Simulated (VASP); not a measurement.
# BaTiO3 in VASP: a series of runs, part 2 of 2

VASP 6.6.1. The steps go on from the part before.

## (4) Single point, r2SCAN+U

This run uses another cell than the first one, of 10.66 Å³/atom, 1.094 times its volume.

POSCAR reads:

```
BaTiO3
1.0
    3.7636721791      0.0000000000      0.0000000000
    0.0000000000      2.6613181200      2.6613181200
    0.0000000000     -2.6613181200      2.6613181200
Ba Ti O
1 1 3
Direct
    0.0000000000     -0.0040200000     -0.0040200000
    0.5000000000      0.4959800000      0.4959800000
    0.5000000000      0.9959800000      0.4959800000
    0.5000000000      0.4959800000      0.9959800000
    0.0000000000      0.4959800000      0.4959800000
```

INCAR.step1 reads:

```
PREC = Accurate ; ENCUT = 520
ISMEAR = 0 ; SIGMA = 0.02
LREAL = False ; LASPH = True
NELM = 150 ; LMAXMIX = 4
LDAU = True ; LDAUTYPE = 2
LDAUL = -1 2 -1 ; LDAUU = 0 4 0
LDAUJ = 0 0 0 ; NBANDS = 28
GGA = PE ; ALGO = Normal
EDIFF = 1E-4 ; LWAVE = True
LCHARG = False
```

INCAR.step2 reads:

```
PREC = Accurate ; ENCUT = 520
EDIFF = 1E-6 ; ISMEAR = 0
SIGMA = 0.02 ; LREAL = False
LASPH = True ; NELM = 150
ALGO = Normal ; ISIF = 2
LWAVE = False ; LCHARG = False
LMAXMIX = 4 ; LDAU = True
LDAUTYPE = 2 ; LDAUL = -1 2 -1
LDAUU = 0 4 0 ; LDAUJ = 0 0 0
LDAUPRINT = 1 ; METAGGA = R2SCAN
LMIXTAU = True ; NBANDS = 28
ISTART = 1
```

KPOINTS reads:

```
regular mesh
0
Gamma
  6 6 6
```

The run is started by

```console
> cat potpaw_PBE.64/Ba_sv/POTCAR potpaw_PBE.64/Ti_sv/POTCAR potpaw_PBE.64/O/POTCAR > POTCAR
> cp INCAR.step1 INCAR
> mpirun -np 1 vasp_std > vasp.out
> cp INCAR.step2 INCAR
> mpirun -np 1 vasp_std > vasp.out
```

It took 71 s on 1 thread of AMD EPYC 9R14 (Zen 4), shared host; peak memory 0.15 GiB.

The run converged. Its results:

- Free energy: -69.8422 eV
- Pressure: 57.3 GPa
- Band gap on the k mesh: 3.08 eV, direct

Levels at points of the mesh, in eV from the valence-band top:
```
           k point  band 18  band 19  band 20  band 21  band 22  band 23
(0.00, 0.00, 0.00)     0.00     0.00     0.00     3.08     3.08     3.08
(0.50, 0.00, 0.00)    -1.94    -0.82    -0.82     3.38     5.44     5.44
(0.50, 0.50, 0.00)    -0.75    -0.75    -0.17     5.47     5.47     5.98
(0.50, 0.50, 0.50)    -0.05    -0.05    -0.05     6.41     6.41     6.41
```

Eigenvalues of the final occupation matrices:
```csv
site,spin,trace,eigenvalues
site 2 d,1,0.88,0.11 0.11 0.11 0.28 0.28
site 2 d,2,0.88,0.11 0.11 0.11 0.28 0.28
```

Caveat: the PAW data sets were made with another functional, which shifts forces and pressure a little; spin-orbit coupling is left out, which moves the levels of the heavy elements.

## (5) Single point, r2SCAN+U

This run uses another cell than the first one, of 10.66 Å³/atom, 1.094 times its volume.

POSCAR is that of step 4.

INCAR.step1 reads:

```
SYSTEM = BaTiO3
  PREC = Accurate
  ENCUT = 520
  ISMEAR = 0
  SIGMA = 0.02
  LREAL = .FALSE.
  LASPH = .TRUE.
  NELM = 150
  LMAXMIX = 4
  LDAU = .TRUE.
  LDAUTYPE = 2
  LDAUL = -1 2 -1
  LDAUU = 0 4 0
  LDAUJ = 0 0 0
  NBANDS = 28
  GGA = PE
  ALGO = Normal
  EDIFF = 1E-4
  LWAVE = .TRUE.
  LCHARG = .FALSE.
```

INCAR.step2 reads:

```
SYSTEM = BaTiO3
  PREC = Accurate
  ENCUT = 520
  EDIFF = 1E-7
  ISMEAR = 0
  SIGMA = 0.02
  LREAL = .FALSE.
  LASPH = .TRUE.
  NELM = 150
  ALGO = Normal
  ISIF = 2
  LWAVE = .FALSE.
  LCHARG = .FALSE.
  LMAXMIX = 4
  LDAU = .TRUE.
  LDAUTYPE = 2
  LDAUL = -1 2 -1
  LDAUU = 0 4 0
  LDAUJ = 0 0 0
  LDAUPRINT = 1
  METAGGA = R2SCAN
  LMIXTAU = .TRUE.
  NBANDS = 28
  ISTART = 1
```

KPOINTS reads:

```
Automatic mesh
0
G
  6 6 6
  0 0 0
```

Potentials or basis: VASP PAW PBE potentials, release 64 (Ba_sv, Ti_sv, O).

The run is started by

```console
> cat potpaw_PBE.64/Ba_sv/POTCAR potpaw_PBE.64/Ti_sv/POTCAR potpaw_PBE.64/O/POTCAR > POTCAR
> cp INCAR.step1 INCAR
> mpirun -np 1 vasp_std > vasp.out
> cp INCAR.step2 INCAR
> mpirun -np 1 vasp_std > vasp.out
```

OUTCAR:

```text
SYSTEM = BaTiO3
   PREC = Accurate
   ENCUT = 520
   EDIFF = 1E-7
   ISMEAR = 0
   LREAL = .FALSE.
   LASPH = .TRUE.
   NELM = 150
   ISIF = 2
   METAGGA = R2SCAN
   ISTART = 1

 ion  position               nearest neighbor table
   1  0.000  0.996  0.996-   5 2.66   5 2.66   5 2.66   5 2.66   4 2.66   4 2.66   3 2.66   3 2.66
                             3 2.66   4 2.66   3 2.66   4 2.66   2 3.26   2 3.26   2 3.26   2 3.26
   2  0.500  0.496  0.496-   3 1.88   4 1.88   4 1.88   3 1.88   5 1.88   5 1.88   1 3.26   1 3.26
                             1 3.26   1 3.26   1 3.26   1 3.26   1 3.26   1 3.26
   3  0.500  0.996  0.496-   2 1.88   2 1.88   1 2.66   1 2.66   1 2.66   1 2.66
   4  0.500  0.496  0.996-   2 1.88   2 1.88   1 2.66   1 2.66   1 2.66   1 2.66
   5  0.000  0.496  0.496-   2 1.88   2 1.88   1 2.66   1 2.66   1 2.66   1 2.66

  LATTYP: Found a simple cubic cell.
 ALAT       =     3.7636721791

  Lattice vectors:

 A1 = (   3.7636721791,   0.0000000000,   0.0000000000)
 A2 = (   0.0000000000,   2.6613181200,   2.6613181200)
 A3 = (   0.0000000000,  -2.6613181200,   2.6613181200)

Analysis of symmetry for initial positions (statically):
[... 216 lines left out ...]
 val. band max:        5.2627120787   @ k =   0.0000   0.0000   0.0000
 cond. band min:       8.3434619264   @ k =   0.0000   0.0000   0.0000
 fundamental gap:      3.0807498477
 Fermi energy:         5.3762849595

 k-point     1 :       0.0000    0.0000    0.0000
  band No.  band energies     occupation
      1     -53.6843      2.00000
      2     -28.9372      2.00000
      3     -28.9372      2.00000
      4     -28.9372      2.00000
      5     -20.0205      2.00000
      6     -12.9921      2.00000
[... 609 lines left out ...]
     27      15.6023      0.00000
     28      15.6025      0.00000

------------------------ aborting loop because EDIFF is reached ----------------------------------------

  FORCE on cell =-STRESS in cart. coord.  units (eV):
  Direction    XX          YY          ZZ          XY          YZ          ZX
  --------------------------------------------------------------------------------------
  -------------------------------------------------------------------------------------
  Total       19.0929882     19.0929882     19.0929882     -0.0000000      0.0000000     -0.0000000
  in kB      573.7849055    573.7849055    573.7849055     -0.0000000      0.0000000     -0.0000000
  external PRESSURE =     573.7849055 kB  Pullay stress =       0.0000000 kB

 VOLUME and BASIS-vectors are now :
 -----------------------------------------------------------------------------
  energy-cutoff  :      520.00
  volume of cell :       53.31
      direct lattice vectors                 reciprocal lattice vectors
     3.763672179  0.000000000  0.000000000     0.265697955  0.000000000  0.000000000
     0.000000000  2.661318120  2.661318120     0.000000000  0.187876825  0.187876825
     0.000000000 -2.661318120  2.661318120     0.000000000 -0.187876825  0.187876825

 POSITION                                       TOTAL-FORCE (eV/Angst)
 -----------------------------------------------------------------------------------
      0.00000      0.00000      5.30124         0.000000     -0.000000      0.000000
      1.88184      0.00000      2.63992         0.000000     -0.000000     -0.000000
      1.88184      1.33066      3.97058         0.000000      0.000000      0.000000
      1.88184     -1.33066      3.97058         0.000000      0.000000      0.000000
      0.00000      0.00000      2.63992         0.000000     -0.000000      0.000000
 -----------------------------------------------------------------------------------
    total drift:                                0.000000      0.000004      0.000135

  FREE ENERGIE OF THE ION-ELECTRON SYSTEM (eV)
  ---------------------------------------------------
  free  energy   TOTEN  =       -69.8422433110 eV

  energy  without entropy=      -69.8422433110  energy(sigma->0) =      -69.84224331
```

OSZICAR.step1:

```text
N       E                     dE             d eps       ncg     rms          rms(c)
DAV:   1     0.450952982061E+03    0.45095E+03   -0.21184E+04  1120   0.160E+03
DAV:   2    -0.143553657089E+01   -0.45239E+03   -0.43042E+03  1268   0.447E+02
DAV:   3    -0.447627057764E+02   -0.43327E+02   -0.42958E+02  1592   0.136E+02
DAV:   4    -0.465515289482E+02   -0.17888E+01   -0.17855E+01  1648   0.236E+01
DAV:   5    -0.465875163674E+02   -0.35987E-01   -0.35980E-01  1520   0.292E+00    0.294E+01
DAV:   6    -0.349423781161E+02    0.11645E+02   -0.49786E+01  1480   0.761E+01    0.113E+01
DAV:   7    -0.352712491144E+02   -0.32887E+00   -0.53135E+00  1452   0.144E+01    0.759E+00
DAV:   8    -0.353259736833E+02   -0.54725E-01   -0.92655E-01  1368   0.740E+00    0.126E+00
DAV:   9    -0.353121859483E+02    0.13788E-01   -0.10413E-01  1500   0.267E+00    0.860E-01
DAV:  10    -0.353140994201E+02   -0.19135E-02   -0.66522E-02  1396   0.239E+00    0.444E-01
DAV:  11    -0.353132311806E+02    0.86824E-03   -0.67786E-03  1288   0.746E-01    0.879E-02
DAV:  12    -0.353132566277E+02   -0.25447E-04   -0.36868E-04  1356   0.146E-01
   1 F= -.35313257E+02 E0= -.35313257E+02  d E =-.571965-101
```

It took 99 s on 1 thread of AMD EPYC 9R14 (Zen 4), shared host; peak memory 0.15 GiB.

What came out:

```
Free energy            : -69.8422 eV
Pressure               : 57.4 GPa
Band gap on the k mesh : 3.08 eV, direct
```

Eigenvalues of the final occupation matrices:
| site | spin | trace | eigenvalues |
| --- | --- | --- | --- |
| site 2 d | 1 | 0.88 | 0.11 0.11 0.11 0.28 0.28 |
| site 2 d | 2 | 0.88 | 0.11 0.11 0.11 0.28 0.28 |

Caveat: the PAW data sets were made with another functional, which shifts forces and pressure a little; spin-orbit coupling is left out, which moves the levels of the heavy elements. A k mesh can miss the band edges.

## (6) Single point, r2SCAN+U

This run uses another cell than the first one, of 12.57 Å³/atom, 1.289 times its volume.

POSCAR reads:

```
BaTiO3
1.0
    3.9756520765      0.0000000000      0.0000000000
    0.0000000000      2.8112047518      2.8111835836
    0.0000000000     -2.8112047518      2.8111835836
Ba Ti O
1 1 3
Direct
    0.0000000000     -0.0039161374     -0.0039161374
    0.5000000000      0.4962921557      0.4962921557
    0.5000000000      0.9957616753      0.4958812151
    0.5000000000      0.4958812151      0.9957616753
    0.0000000000      0.4958810913      0.4958810913
```

INCAR.step1 reads:

```
ALGO = Normal
EDIFF = 1E-4
ENCUT = 520
GGA = PE
ISMEAR = 0
LASPH = T
LCHARG = F
LDAU = T
LDAUJ = 0 0 0
LDAUL = -1 2 -1
LDAUTYPE = 2
LDAUU = 0 4 0
LMAXMIX = 4
LREAL = F
LWAVE = T
NBANDS = 28
NELM = 150
PREC = Accurate
SIGMA = 0.02
```

INCAR.step2 reads:

```
ALGO = Normal
EDIFF = 1E-7
ENCUT = 520
ISIF = 2
ISMEAR = 0
ISTART = 1
LASPH = T
LCHARG = F
LDAU = T
LDAUJ = 0 0 0
LDAUL = -1 2 -1
LDAUPRINT = 1
LDAUTYPE = 2
LDAUU = 0 4 0
LMAXMIX = 4
LMIXTAU = T
LREAL = F
LWAVE = F
METAGGA = R2SCAN
NBANDS = 28
NELM = 150
PREC = Accurate
SIGMA = 0.02
```

KPOINTS reads:

```
k-points
0
Gamma
  6 6 6
```

Potentials or basis: VASP PAW PBE potentials, release 64 (Ba_sv, Ti_sv, O).

The run is started by

```console
> cat potpaw_PBE.64/Ba_sv/POTCAR potpaw_PBE.64/Ti_sv/POTCAR potpaw_PBE.64/O/POTCAR > POTCAR
> cp INCAR.step1 INCAR
> mpirun -np 1 vasp_std > vasp.out
> cp INCAR.step2 INCAR
> mpirun -np 1 vasp_std > vasp.out
```

Wall time 5 min (1 thread of Intel Xeon 6975P-C, shared host); peak memory 0.24 GiB.

Results (log left out):

* Free energy: -71.6095 eV
* Pressure: 8.2 GPa
* Largest force: 0.015 eV/Å
* Band gap on the k mesh: 2.72 eV, indirect (least direct gap 2.90 eV)

Forces in eV/Å, atoms in the order of the input:
```
Ba   0.000  0.000  0.001
Ti   0.000  0.000 -0.015
O    0.000  0.005  0.007
O    0.000 -0.005  0.007
O    0.000  0.000  0.000
```

Levels at points of the mesh, in eV from the valence-band top:
```tsv
k point	band 16	band 17	band 18	band 19	band 20	band 21	band 22	band 23	band 24	band 25
(0.00, 0.00, 0.00)	-1.17	-1.17	-0.18	-0.18	-0.18	2.72	2.72	2.72	4.38	4.38
(0.50, 0.00, 0.00)	-2.00	-1.76	-1.76	-0.82	-0.82	2.91	4.39	4.47	4.47	6.49
(0.00, 0.50, 0.00)	-2.00	-1.76	-1.76	-0.82	-0.82	2.91	4.39	4.47	4.47	6.49
(0.50, 0.50, 0.00)	-2.68	-1.93	-0.89	-0.89	-0.09	4.48	4.48	4.95	5.28	8.32
(0.00, 0.50, 0.50)	-2.68	-1.93	-0.89	-0.89	-0.09	4.48	4.48	4.95	5.28	8.32
(0.50, 0.50, 0.50)	-2.31	-2.31	0.00	0.00	0.00	5.19	5.19	5.19	7.44	7.44
```

Eigenvalues of the final occupation matrices:
```
    site  spin  trace               eigenvalues
site 2 d     1   0.76  0.10 0.10 0.10 0.24 0.24
site 2 d     2   0.76  0.10 0.10 0.10 0.24 0.24
```

Caveat: the PAW data sets were made with another functional, which shifts forces and pressure a little; spin-orbit coupling is left out, which moves the levels of the heavy elements.

## (7) Summary

| cell | gap on the mesh (eV) | pressure (GPa) |
| --- | --- | --- |
| a = 3.653 Å, 5 atoms | 3.08 | 99.8 |
| a = 3.764 Å, 5 atoms | 3.08 | 57.4 |
| a = 3.976 Å, 5 atoms | 2.72 | 8.2 |

Alike in all rows: task single point; level r2SCAN+U; potentials or basis VASP PAW PBE potentials, release 64 (Ba_sv, Ti_sv, O); no spin polarisation; Ti d U = 4.0 eV; k mesh 6 × 6 × 6; cutoff (eV) 520; smearing gaussian 0.02 eV.

Caveats: the PAW data sets were made with another functional, which shifts forces and pressure a little; spin-orbit coupling is left out, which moves the levels of the heavy elements.

Absolute energies hang on the potentials; compare differences alone.
